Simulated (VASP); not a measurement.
## CdF2: single point with LDA

The system is CdF2.

```xyz
3
Lattice="0.0000 2.6146 2.6146 2.6146 0.0000 2.6146 2.6146 2.6146 0.0000" Properties=species:S:1:pos:R:3 pbc="T T T"
Cd    0.0000    0.0000    0.0000
F     1.3073    1.3073    1.3073
F     3.9219    3.9219    3.9219
```

- Program: VASP 6.6.1
- Task: single point
- Functional: LDA
- Potentials or basis: VASP PAW LDA potentials, release 64 (Cd, F)
- Cutoff: 520 eV
- k mesh: 8 × 8 × 8
- Occupations: gaussian, width 0.01 eV
- Spin: no spin polarisation

| Property | Result |
| --- | --- |
| Pressure | 6.9 GPa |
| Band gap on the k mesh | 3.11 eV, indirect (least direct gap 3.46 eV) |

Levels at points of the mesh, in eV from the valence-band top:
| k point | band 11 | band 12 | band 13 | band 14 | band 15 | band 16 |
| --- | --- | --- | --- | --- | --- | --- |
| (0.00, 0.00, 0.00) | -0.35 | -0.35 | -0.35 | 3.11 | 12.70 | 12.70 |
| (0.50, 0.00, 0.00) | -2.28 | -0.31 | -0.31 | 7.63 | 9.05 | 14.92 |
| (0.50, 0.50, 0.00) | -0.72 | -0.10 | -0.10 | 8.48 | 9.83 | 11.61 |

Wall time 7.4 s on 1 thread of Intel(R) Xeon(R) 6975P-C (Granite Rapids), with other jobs on the host, peak memory 0.14 GiB.

A k mesh can miss the band edges. Expect the measured gap to be larger: semilocal functionals such as LDA lack the derivative discontinuity.
